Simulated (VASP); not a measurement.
Crystal: BaTe.

```
Ba Te
1.0
     0.00000    3.41000    3.41000
     3.41000    0.00000    3.41000
     3.41000    3.41000    0.00000
Ba Te
1 1
Direct
  0.00000 0.00000 0.00000
  0.50000 0.50000 0.50000
```

```yaml
Program: VASP 6.6.1
Task: relaxation of cell and atoms
Functional: PBEsol
Potentials_or_basis: VASP PAW PBE potentials, release 64 (Ba_sv, Te)
Cutoff: 600 eV
k_mesh: 12 × 12 × 12
Occupations: fermi-dirac, width 0.1 eV
Spin: no spin polarisation
```

At the start: pressure 2.4 GPa; volume 39.65 Å³/atom.

Task: Where does the relaxation end?

Result: Over 10 steps the energy falls by 18.5 meV/atom and the volume is 42.31 Å³/atom (+6.7 %); space group Fm-3m (No. 225, to 0.1 Å) before and after.

Step by step:
```
step  energy change (eV)  largest force (eV/Å)  pressure (GPa)  volume (Å³)
   1              0.0000                0.0000            2.37        79.30
   2             -0.0339                0.0000           -0.58        86.23
   3             -0.0369                0.0000            0.01        84.58
   4             -0.0369                0.0000           -0.02        84.69
   5             -0.0369                0.0000           -0.01        84.62
   6             -0.0369                0.0000            0.01        84.56
   7             -0.0369                0.0000            0.01        84.59
   8             -0.0369                0.0000            0.02        84.60
   9             -0.0369                0.0000            0.02        84.61
  10             -0.0369                0.0000            0.00        84.61
```

Final structure:
```xyz
2
Lattice="0.0000 3.4845 3.4845 3.4845 0.0000 3.4845 3.4845 3.4845 0.0000" Properties=species:S:1:pos:R:3 pbc="T T T"
Ba    0.0000    0.0000    0.0000
Te    3.4845    3.4845    3.4845
```

Caveat: the PAW data sets were made with another functional, which shifts forces and pressure a little.
